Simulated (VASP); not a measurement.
# Sb (P6_3/mmc) in VASP: single point with HSE06

Aim: the single point of Sb with HSE06.

Program: VASP 6.6.1. These are calculated values, not measurements. Logs are shortened: lines on timing, memory, paths and dates and some standing lists are left out, and cuts for length are marked.

**1. The cell of the first run**

Symmetry: P6_3/mmc, No. 194, hexagonal system. Conventional cell: a = 3.369 Å, b = 3.369 Å, c = 5.578 Å, α = 90.00°, β = 90.00°, γ = 120.00°. Sb (site symmetry -6m2) has 12 Sb at 3.37 to 3.40 Å within 4.4 Å.

This isn't the form of Sb at room conditions, which is rhombohedral.

**2. Single point, HSE06**

File POSCAR:

```
Sb
1.0
    3.3687506112      0.0000000000      0.0000000000
   -1.6843753056      2.9174236083      0.0000000000
    0.0000000000      0.0000000000      5.5783622319
Sb
2
Direct
    0.3333333333      0.6666666667      0.2500000000
    0.6666666667      0.3333333333      0.7500000000
```

File INCAR.step1:

```
SYSTEM = Sb
PREC = Accurate
ENCUT = 520
EDIFF = 1E-5
ISMEAR = -1
SIGMA = 0.1
LREAL = .FALSE.
LASPH = .TRUE.
NELM = 100
ALGO = Normal
ISIF = 2
LWAVE = .TRUE.
LCHARG = .FALSE.
GGA = PE
NBANDS = 12
```

File INCAR.step2:

```
SYSTEM = Sb
PREC = Accurate
ENCUT = 520
EDIFF = 1E-7
ISMEAR = -1
SIGMA = 0.1
LREAL = .FALSE.
LASPH = .TRUE.
NELM = 100
ALGO = Normal
ISIF = 2
LWAVE = .FALSE.
LCHARG = .FALSE.
GGA = PE
LHFCALC = .TRUE.
HFSCREEN = 0.2079
PRECFOCK = Normal
ISTART = 1
NBANDS = 12
```

File KPOINTS:

```
regular mesh
0
G
  6 6 3
  0 0 0
```

Potentials or basis: VASP PAW PBE potentials, release 64 (Sb).

Started as:

```bash
cat potpaw_PBE.64/Sb/POTCAR > POTCAR
cp INCAR.step1 INCAR
mpirun -np 1 vasp_std > vasp.out
cp INCAR.step2 INCAR
mpirun -np 1 vasp_std > vasp.out
```

OUTCAR:

```text
SYSTEM = Sb
   PREC = Accurate
   ENCUT = 520
   EDIFF = 1E-7
   ISMEAR = -1
   LREAL = .FALSE.
   LASPH = .TRUE.
   NELM = 100
   ISIF = 2
   GGA = PE
   LHFCALC = .TRUE.
   HFSCREEN = 0.2079
   PRECFOCK = Normal
   ISTART = 1

 ion  position               nearest neighbor table
   1  0.333  0.667  0.250-   2 3.40   2 3.40   2 3.40   2 3.40   2 3.40   2 3.40
   2  0.667  0.333  0.750-   1 3.40   1 3.40   1 3.40   1 3.40   1 3.40   1 3.40

  LATTYP: Found a hexagonal cell.
 ALAT       =     3.3687506112
 C/A-ratio  =     1.6559142768

  Lattice vectors:

 A1 = (   3.3687506112,   0.0000000000,   0.0000000000)
 A2 = (  -1.6843753056,   2.9174236083,   0.0000000000)
 A3 = (   0.0000000000,   0.0000000000,   5.5783622319)

Analysis of symmetry for initial positions (statically):
=====================================================================
 Subroutine PRICEL returns:
 Original cell was already a primitive cell.

 Routine SETGRP: Setting up the symmetry group for a
 hexagonal supercell.

 Subroutine GETGRP returns: Found 24 space group operations
 (whereof 12 operations were pure point group operations)
 out of a pool of 24 trial point group operations.

The static configuration has the point symmetry D_3d.
 The point group associated with its full space group is D_6h.

Analysis of symmetry for dynamics (positions and initial velocities):
=====================================================================
 Subroutine PRICEL returns:
 Original cell was already a primitive cell.

 Routine SETGRP: Setting up the symmetry group for a
 hexagonal supercell.

 Subroutine GETGRP returns: Found 24 space group operations
 (whereof 12 operations were pure point group operations)
 out of a pool of 24 trial point group operations.

The dynamic configuration has the point symmetry D_3d.
 The point group associated with its full space group is D_6h.

 Subroutine INISYM returns: Found 24 space group operations
 (whereof 12 operations are pure point group operations),
 and found     1 'primitive' translations

----------------------------------------------------------------------------------------

                                     Primitive cell

  volume of cell :      54.8245

  direct lattice vectors                    reciprocal lattice vectors
     3.368750611  0.000000000  0.000000000     0.296845957  0.171384093  0.000000000
    -1.684375306  2.917423608  0.000000000     0.000000000  0.342768187  0.000000000
     0.000000000  0.000000000  5.578362232     0.000000000  0.000000000  0.179264085

  length of vectors
     3.368750611  3.368750611  5.578362232     0.342768187  0.342768187  0.179264085

  position of ions in fractional coordinates (direct lattice)
     0.333333333  0.666666667  0.250000000
     0.666666667  0.333333333  0.750000000

  ion indices of the primitive-cell ions
   primitive index   ion index
                 1           1
                 2           2

----------------------------------------------------------------------------------------

 KPOINTS: regular mesh

Automatic generation of k-mesh.
 Grid dimensions read from file:
 generate k-points for:    6    6    3

 Generating k-lattice:

  Cartesian coordinates                     Fractional coordinates (reciprocal lattice)
     0.049474326  0.028564016  0.000000000     0.166666667  0.000000000  0.000000000
     0.000000000  0.057128031  0.000000000     0.000000000  0.166666667  0.000000000
     0.000000000  0.000000000  0.059754695     0.000000000  0.000000000  0.333333333

  Length of vectors
     0.057128031  0.057128031  0.059754695

  Shift w.r.t. Gamma in fractional coordinates (k-lattice)
     0.000000000  0.000000000  0.000000000

 Subroutine IBZKPT returns following result:
 ===========================================

 Found     14 irreducible k-points:

 Following reciprocal coordinates:
            Coordinates               Weight
  0.000000  0.000000  0.000000      1.000000
  0.166667 -0.000000  0.000000      6.000000
  0.333333 -0.000000  0.000000      6.000000
  0.500000 -0.000000  0.000000      3.000000
  0.166667  0.166667  0.000000      6.000000
  0.333333  0.166667  0.000000     12.000000
  0.333333  0.333333  0.000000      2.000000
  0.000000  0.000000  0.333333      2.000000
  0.166667 -0.000000  0.333333     12.000000
  0.333333 -0.000000  0.333333     12.000000
  0.500000 -0.000000  0.333333      6.000000
  0.166667  0.166667  0.333333     12.000000
  0.333333  0.166667  0.333333     24.000000
  0.333333  0.333333  0.333333      4.000000
   k-points           NKPTS =     14   k-points in BZ     NKDIM =    108   number of bands    NBANDS=     12
   number of dos      NEDOS =    301   number of ions     NIONS =      2
   total plane-waves  NPLWV =  32928
   dimension x,y,z NGX =    28 NGY =   28 NGZ =   42
   dimension x,y,z NGXF=    56 NGYF=   56 NGZF=   84
   ions per type =               2
   NGX,Y,Z   is equivalent  to a cutoff of  13.82, 13.82, 12.52 a.u.
   NGXF,Y,Z  is equivalent  to a cutoff of  27.64, 27.64, 25.03 a.u.
 SYSTEM =  Sb
   PREC   = accura    normal or accurate (medium, high low for compatibility)
   ISTART =      1    job   : 0-new  1-cont  2-samecut
   ICHARG =      0    charge: 1-file 2-atom 10-const
   ISPIN  =      1    spin polarized calculation?
   LNONCOLLINEAR =      F non collinear calculations
   LSORBIT =      F    spin-orbit coupling
   LASPH  =      T    aspherical Exc in radial PAW
   ENCUT  =  520.0 eV  38.22 Ry    6.18 a.u.   6.26  6.26 10.37*2*pi/ulx,y,z
   NELM   =    100;   NELMIN=  2; NELMDL=  0     # of ELM steps
   EDIFF  = 0.1E-06   stopping-criterion for ELM
   LREAL  =      F    real-space projection
   EDIFFG = 0.1E-05   stopping-criterion for IOM
   NSW    =      0    number of steps for IOM
   IBRION =     -1    ionic relax: 0-MD 1-quasi-New 2-CG
   NFREE  =      0    steps in history (QN), initial steepest desc. (CG)
   ISIF   =      2    stress and relaxation
   ISYM   =      3    0-nonsym 1-usesym 2-fastsym
   POTIM  = 0.5000    time-step for ionic-motion
   TEBEG  =    0.0;   TEEND  =   0.0 temperature during run
   PSTRESS=    0.0 pullay stress
   NELECT =      10.0000    total number of electrons
   NUPDOWN=      -1.0000    fix difference up-down
   EMIN   =  10.00;   EMAX   =-10.00  energy-range for DOS
   EFERMI =   0.00;   METHOD = LEGACY
   ISMEAR =    -1;   SIGMA  =   0.10  broadening in eV -4-tet -1-fermi 0-gaus
   EFERMI_NEDOS =   21; number of points for ismear=-14 and -15
   IALGO  =     38    algorithm
   IMIX   =      1    mixing-type and parameters
     AMIX     =   0.40;   BMIX     =  1.00
     AMIX_MAG =   1.60;   BMIX_MAG =  1.00
  volume/ion in A,a.u.               =      27.41       184.99
  Fermi-wavevector in a.u.,A,eV,Ry     =   0.928431  1.754481 11.728015  0.861985
  Thomas-Fermi vector in A             =   2.054607
   LORBIT       =      0    0 simple, 1 ext, 2 COOP (PROOUT), +10 PAW based schemes
   GGA     = PE    functional components
   LHFCALC =     T    Hartree Fock is set to
   PRECFOCK=normal    Normal, Fast or Accurate (Low or Medium for compatibility)
   ENCUT4O =  -1.0   cutoff for four orbital integrals eV
   NKREDX  =     1    reduce k-point grid by
   NKREDY  =     1    reduce k-point grid by
   NKREDZ  =     1    reduce k-point grid by
   AEXX    =    0.2500 exact exchange contribution
   HFSCREEN=    0.2079 screening length (either q_TF or 0.3 A-1)
   HFSCREENC=   0.2079 screening length for correlation (either q_TF or 0.3 A-1)
   ENCUTFOCK=  -1.0 apply spherical cutoff to Coloumb kernel
   IVDW    =     0    specifies the selected vdW correction
   LEPSILON=     F    determine dielectric tensor
   LRPA    =     F    only Hartree local field effects (RPA)
 non-spin polarized calculation
  energy-cutoff  :      520.00
  volume of cell :       54.82
 maximum number of plane-waves:      1497
 NGX is ok and might be reduce to    28
  NGX = 20; NGY = 20; NGZ = 32

 number of electron      10.0000000 magnetization

 Free energy of the ion-electron system (eV)
  ---------------------------------------------------
  ext. energy  EPLUGINS =         0.00000000
  ---------------------------------------------------
  free energy    TOTEN  =        -9.45144355 eV

  energy without entropy =       -9.43227692  energy(sigma->0) =       -9.44186023

 E-fermi :   8.1886     XC(G=0):  -8.4378

 val. band max:        8.0855705407   @ k =   0.5000  -0.0000   0.0000
 cond. band min:       8.4208066291   @ k =   0.5000  -0.0000   0.3333
 fundamental gap:      0.3352360885
 Fermi energy:         8.1885683272

 k-point     1 :       0.0000    0.0000    0.0000
  band No.  band energies     occupation
      1      -6.1170      2.00000
      2      -2.1372      2.00000
      3       1.6256      2.00000
      4      12.3213      0.00000
      5      12.3213      0.00000
      6      13.8924      0.00000
      7      13.9803      0.00000
      8      13.9803      0.00000
      9      16.5723      0.00000
     10      17.7865      0.00000
     11      18.7811      0.00000
     12      18.7811      0.00000

 k-point     2 :       0.1667   -0.0000    0.0000
  band No.  band energies     occupation
      1      -5.5829      2.00000
      2      -1.6634      2.00000
      3       2.2000      2.00000
      4       8.5919      0.03482
      5      10.8885      0.00000
      6      11.5089      0.00000
      7      13.2886      0.00000
      8      13.8134      0.00000
      9      15.5192      0.00000
     10      17.7537      0.00000
     11      18.5975      0.00000
     12      19.0196      0.00000
[... 151 lines left out ...]
 k-point    13 :       0.3333    0.1667    0.3333
  band No.  band energies     occupation
      1      -2.0547      2.00000
      2      -0.8034      2.00000
      3       2.9424      2.00000
      4       4.1709      2.00000
      5       6.4472      2.00000
      6       7.8902      1.90370
      7       8.8668      0.00227
      8      11.2262      0.00000
      9      15.1468      0.00000
     10      16.5245      0.00000
     11      16.9946      0.00000
     12      18.2323      0.00000

 k-point    14 :       0.3333    0.3333    0.3333
  band No.  band energies     occupation
      1      -0.5857      2.00000
      2      -0.5857      2.00000
      3       3.8154      2.00000
      4       3.8154      2.00000
      5       3.8158      2.00000
      6       5.4494      2.00000
      7      10.3365      0.00000
      8      10.3365      0.00000
      9      14.4499      0.00000
     10      17.1908      0.00000
     11      17.1908      0.00000
     12      18.9007      0.00000

------------------------ aborting loop because EDIFF is reached ----------------------------------------

  FORCE on cell =-STRESS in cart. coord.  units (eV):
  Direction    XX          YY          ZZ          XY          YZ          ZX
  --------------------------------------------------------------------------------------
  -------------------------------------------------------------------------------------
  Total       -1.3953087     -1.3953087     -0.8231333      0.0000000      0.0000000      0.0000000
  in kB      -40.7761132    -40.7761132    -24.0550187      0.0000000      0.0000000      0.0000000
  external PRESSURE =     -35.2024150 kB  Pullay stress =       0.0000000 kB

 VOLUME and BASIS-vectors are now :
 -----------------------------------------------------------------------------
  energy-cutoff  :      520.00
  volume of cell :       54.82
      direct lattice vectors                 reciprocal lattice vectors
     3.368750611  0.000000000  0.000000000     0.296845957  0.171384093  0.000000000
    -1.684375306  2.917423608  0.000000000     0.000000000  0.342768187  0.000000000
     0.000000000  0.000000000  5.578362232     0.000000000  0.000000000  0.179264085

 POSITION                                       TOTAL-FORCE (eV/Angst)
 -----------------------------------------------------------------------------------
     -0.00000      1.94495      1.39459        -0.000000      0.000000     -0.000000
      1.68438      0.97247      4.18377         0.000000     -0.000000      0.000000
 -----------------------------------------------------------------------------------
    total drift:                                0.000000      0.000000     -0.000000

  FREE ENERGIE OF THE ION-ELECTRON SYSTEM (eV)
  ---------------------------------------------------
  free  energy   TOTEN  =        -9.4514435459 eV

  energy  without entropy=       -9.4322769240  energy(sigma->0) =       -9.44186023
```

It took 25 min on 1 thread of Intel Xeon Platinum 8259CL at 2.50GHz (Skylake/Cascade Lake), shared host; peak memory 0.28 GiB.

Results:

- Free energy: -9.4514 eV
- Pressure: -3.5 GPa
- Band gap on the k mesh: zero (bands 5 and 6 overlap by 7.27 eV)

Caveat: the k points lie up to 0.38 Å⁻¹ apart, too coarse for converged energies and pressures of a metal; the PAW data sets were made with another functional, which shifts forces and pressure a little; spin-orbit coupling is left out, which moves the levels of the heavy elements.

The gap in the log of VASP goes by the Fermi energy; the results here count the filled bands.